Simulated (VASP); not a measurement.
**ZrBr5: single point with PBE**

The system is ZrBr5.

```xyz
6
Lattice="6.6666 0.0000 0.0000 -3.3333 5.7734 0.0000 0.0000 0.0000 5.2659" Properties=species:S:1:pos:R:3 pbc="T T T"
Zr    0.0000    0.0000    0.0000
Br    3.3333    0.0000    2.6329
Br    1.6666    2.8867    2.6329
Br   -1.6666    2.8867    2.6329
Br    0.0000    3.8489    0.0000
Br    3.3333    1.9245    0.0000
```

```json
{
 "Program": "VASP 6.6.1",
 "Task": "single point",
 "Functional": "PBE",
 "Potentials or basis": "VASP PAW PBE potentials, release 64 (Zr_sv, Br)",
 "Cutoff": "520 eV",
 "k mesh": "3 × 3 × 4",
 "Occupations": "gaussian, width 0.1 eV",
 "Spin": "no spin polarisation",
 "Dipole correction": "no",
 "Further INCAR settings": "ALGO = Normal; EDIFF = 1e-07; NBANDS = 32"
}
```

| Item | Value |
| --- | --- |
| Pressure | -3.0 GPa |

Stress tensor (GPa, compression positive):
```
-5.60  0.00  0.00
 0.00 -5.60  0.00
 0.00  0.00  2.07
```

Levels at points of the mesh, in eV from the Fermi level:
| k point | band 20 | band 21 | band 22 | band 23 | band 24 | band 25 | band 26 | band 27 | band 28 | band 29 |
| --- | --- | --- | --- | --- | --- | --- | --- | --- | --- | --- |
| (0.00, 0.00, 0.00) | -1.32 | -0.48 | -0.43 | 0.10 | 0.10 | 0.11 | 0.23 | 0.23 | 0.43 | 0.43 |
| (0.00, 0.00, 0.50) | -0.19 | -0.17 | -0.17 | -0.01 | -0.01 | 0.08 | 0.45 | 0.45 | 0.52 | 0.52 |

Run time: 100 s on 1 thread of Intel(R) Xeon(R) Platinum 8488C (Sapphire Rapids), with other jobs on the host, peak memory 0.31 GiB.

Caveat: the k points lie up to 0.36 Å⁻¹ apart; an odd number of electrons without spin polarisation forces a metal; a magnetic or distorted state may lie lower.
